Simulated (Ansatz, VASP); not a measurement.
# Ta3H: VASP beside Ansatz

INCAR

```
SYSTEM = Ta3H
ALGO = Normal ; DIPOL = 0.5 0.5 0.332
EDIFF = 1E-7 ; ENCUT = 520
GGA = CA ; IDIPOL = 3
ISIF = 2 ; ISMEAR = 0
LASPH = .True. ; LCHARG = .False.
LDIPOL = .True. ; LREAL = .False.
LWAVE = .False. ; NBANDS = 44
NELM = 80 ; PREC = Accurate
SIGMA = 0.1
```

File KPOINTS:

```
k-points
0
Gamma
  6 6 1
  0 0 0
```

File POSCAR:

```
Ta3H
1.0
    4.6002247492      0.0000000000      0.0000000000
   -2.3001123746      3.9839114959      0.0000000000
    0.0000000000      0.0000000000     22.4017722044
Ta H
6 2
Direct
    0.6666666667      0.3333333333      0.1785573018
    0.3333333333      0.6666666667      0.2204743848
    0.0000000000      0.0000000000      0.2623914678
    0.6666666667      0.3333333333      0.3016814391
    0.3333333333      0.6666666667      0.3385386112
    0.0000000000      0.0000000000      0.3750494438
    0.2049700398      0.6666666667      0.4911116899
    0.4616966269      0.6666666667      0.4911116899
```

Input for Ansatz:

```yaml
crystal:
  lattice:
    - [4.6002247492, 0.0, 0.0]
    - [-2.3001123746, 3.9839114959, 0.0]
    - [0.0, 0.0, 22.4017722044]
  atoms:
    - { symbol: Ta, position: [0.6666666667, 0.3333333333, 0.1785573018] }
    - { symbol: Ta, position: [0.3333333333, 0.6666666667, 0.2204743848] }
    - { symbol: Ta, position: [0.0, 0.0, 0.2623914678] }
    - { symbol: Ta, position: [0.6666666667, 0.3333333333, 0.3016814391] }
    - { symbol: Ta, position: [0.3333333333, 0.6666666667, 0.3385386112] }
    - { symbol: Ta, position: [0.0, 0.0, 0.3750494438] }
    - { symbol: H, position: [0.2049700398, 0.6666666667, 0.4911116899] }
    - { symbol: H, position: [0.4616966269, 0.6666666667, 0.4911116899] }
basis:
  ecutwfc: 420
kpoints:
  mp_grid: { grid: [6, 6, 1] }
hamiltonian:
  xc: lda
  pseudopotentials: { kind: paw, azcp: { folder: soft_1 } }
scf:
  occupations: { method: gaussian, width: 0.1 }
output:
  forces: true
  eigenvalues: true
efield:
  axis: 3
  dipole_correction: true
  ramp_width: 0.04
```

Alike in both runs: task single point; functional LDA; k mesh 6 × 6 × 1; occupations gaussian, width 0.1 eV; no spin polarisation.

|  | VASP | Ansatz |
| --- | --- | --- |
| version | VASP 6.6.1 | Ansatz 0.2.0 |
| potentials or method | VASP PAW LDA potentials, release 64 (Ta_pv, H), cutoff 520 eV | scalar-relativistic, plane waves, PAW |
| valence electrons in the cell | 68 | 80 |

```tsv
	VASP	Ansatz	Ansatz less VASP
gap on the k mesh at the Fermi level (eV)	none	none	-
rms of the force components (eV/Å)	1.287	1.287	+0.0003
```

Ansatz warns that its potentials were made for another functional, while VASP's fit it. LDA's correlation is that of Perdew and Zunger in VASP and of Perdew and Wang (1992) in Ansatz. Atom by atom the forces differ by 0.026 eV/Å (rms over components). A gap of «none» marks a metal or a gap that the smearing closes. VASP's potentials hold 68 valence electrons a cell and Ansatz's 80, so a difference there can come from the potentials and not from the codes. Ansatz's warnings: vacuum below fermi.

Spin-orbit coupling is off throughout.
